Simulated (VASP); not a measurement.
Set up this calculation in VASP 6.6.1, as the native input.

```
Task                   : relaxation of cell and atoms
Functional             : PBE
Potentials or basis    : VASP PAW PBE potentials, release 64 (In_d, Bi_d, O)
Cutoff                 : 600 eV
k mesh                 : 5 × 5 × 5
Occupations            : gaussian, width 0.15 eV
Spin                   : no spin polarisation
Dipole correction      : no
Further INCAR settings : ALGO = Normal; EDIFF = 1e-06; IBRION = 2; EDIFFG = -0.08; NSW = 36; ISIF = 3
```

The structure of InBiO2 lies in POSCAR:

```
InBiO2
1.0
    1.7000000000      0.9814954600      6.8333333300
   -1.7000000000      0.9814954600      6.8333333300
    0.0000000000     -1.9629909200      6.8333333300
In Bi O
1 1 2
Direct
    0.5000000000      0.5000000000      0.5000000000
    0.0000000000      0.0000000000      0.0000000000
    0.8850000000      0.8850000000      0.8850000000
    0.1150000000      0.1150000000      0.1150000000
```

One way to write it, as run:

INCAR

```
PREC     = Accurate       # precision mode
ENCUT    = 600            # plane-wave cutoff, eV
EDIFF    = 1E-6           # SCF threshold, eV
ISMEAR   = 0              # smearing method
SIGMA    = 0.15           # smearing width, eV
LREAL    = False          # projectors in reciprocal space
LASPH    = True           # aspherical terms in the spheres
NELM     = 60             # most SCF steps
ALGO     = Normal         # electronic algorithm
ISIF     = 3              # what is computed and relaxed
LWAVE    = False          # write WAVECAR
LCHARG   = False          # write CHGCAR
GGA      = PE             # functional
IBRION   = 2              # ionic algorithm
NSW      = 36             # ionic steps
EDIFFG   = -0.08          # ionic threshold
```

KPOINTS

```
regular mesh
0
Gamma
  5 5 5
```

Potentials or basis: VASP PAW PBE potentials, release 64 (In_d, Bi_d, O).

Command:

```console
$ cat potpaw_PBE.64/In_d/POTCAR potpaw_PBE.64/Bi_d/POTCAR potpaw_PBE.64/O/POTCAR > POTCAR
$ mpirun -np 1 vasp_std > vasp.out
```

It gave:

| Item | Value |
| --- | --- |
| Relaxed volume | 17.34 Å³/atom |
| Relaxed cell | a = 7.254 Å, b = 7.254 Å, c = 7.254 Å, α = 26.99°, β = 26.99°, γ = 26.99° |
| Space group after relaxing (to 0.05 Å) | R-3m (No. 166) |
| Energy gained by relaxing | 6.5 meV/atom |
| Ionic steps | 6 |
| Pressure after relaxing | 0.0 GPa |
| Largest force after relaxing | 0.019 eV/Å |
| Band gap on the k mesh | zero (band 20 reaches 8.37 eV, above the bottom of band 21 at 6.81 eV) |

Caveat: the k points lie up to 0.43 Å⁻¹ apart in the final cell; spin-orbit coupling is left out, which moves the levels of the heavy elements; the relaxation stopped at a loose force limit of 0.08 eV/Å, so its end isn't a converged minimum.

Wall time 8.7 min on 1 thread of Intel(R) Xeon(R) Platinum 8375C CPU @ 2.90GHz (Ice Lake) (shared host), peak memory 0.54 GiB.
